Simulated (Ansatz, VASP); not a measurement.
**MgB2 in VASP and in Ansatz**

The input INCAR:

```
SYSTEM = MgB2
PREC     = Accurate       ! precision mode
ENCUT    = 520            ! plane-wave cutoff, eV
EDIFF    = 1E-8           ! SCF threshold, eV
ISMEAR   = -1             ! smearing method
SIGMA    = 0.05           ! smearing width, eV
LREAL    = .FALSE.        ! projectors in reciprocal space
LASPH    = .TRUE.         ! aspherical terms in the spheres
NELM     = 100            ! most SCF steps
ALGO     = Normal         ! electronic algorithm
ISIF     = 2              ! what is computed and relaxed
LWAVE    = .FALSE.        ! write WAVECAR
LCHARG   = .FALSE.        ! write CHGCAR
GGA      = CA             ! functional
LEFG     = .TRUE.       
NBANDS   = 11             ! bands
```

Contents of KPOINTS:

```
Automatic mesh
0
G
  12 12 9
  0 0 0
```

POSCAR

```
MgB2
1.0
    3.0850007055     -0.0154250035     -0.0154250035
   -1.5558587977      2.6794014835     -0.0056459431
   -0.0176150000     -0.0176150000      3.5230000000
Mg B
1 2
Direct
    0.0000000000      0.0000000000      0.0000000000
    0.3333333333      0.6666666667      0.5000000000
    0.6666666667      0.3333333333      0.5000000000
```

Input for Ansatz:

```yaml
crystal:
  lattice:
    - [3.0850007055, -0.0154250035, -0.0154250035]
    - [-1.5558587977, 2.6794014835, -0.0056459431]
    - [-0.017615, -0.017615, 3.523]
  atoms:
    - { symbol: Mg, position: [0.0, 0.0, 0.0] }
    - { symbol: B, position: [0.3333333333, 0.6666666667, 0.5] }
    - { symbol: B, position: [0.6666666667, 0.3333333333, 0.5] }
kpoints:
  mp_grid: { grid: [12, 12, 9] }
scf:
  occupations: { method: fermi_dirac, width: 0.05 }
hamiltonian:
  xc: lda
  pseudopotentials: { kind: paw }
output:
  forces: true
  stress: true
  eigenvalues: true
  efg: { contact_densities: true }
```

Change from the starting cell: equal xy, yz and zx shear strains of -1 %, PAW files.

Alike in both runs: task electric field gradients; functional LDA; k mesh 12 × 12 × 9; occupations fermi-dirac, width 0.05 eV; no spin polarisation.

|  | VASP | Ansatz |
| --- | --- | --- |
| version | VASP 6.6.1 | Ansatz 0.2.0 |
| potentials or method | VASP PAW LDA potentials, release 64 (Mg, B) | PAW with Ansatz's default frozen-core files, scalar-relativistic |
| plane-wave cutoff (eV) | 520 | 420 |
| valence electrons in the cell | 8 | 16 |

```tsv
	VASP	Ansatz	Ansatz less VASP
pressure (GPa)	-8.1	-7.6	+0.59
traceless stress, the component that is largest in VASP (GPa)	1.96	1.96	-0.003
rms of the force components (eV/Å)	0.007	0.007	-0.0001
size of Vzz on the site where it differs most (V/Å²)	20.0	17.7	-2.32
```

LDA's correlation is that of Perdew and Zunger in VASP and of Perdew and Wang (1992) in Ansatz. Atom by atom the forces differ by 0.000 eV/Å (rms over components). VASP's potentials hold 8 valence electrons a cell and Ansatz's 16, so a difference there can come from the potentials and not from the codes.
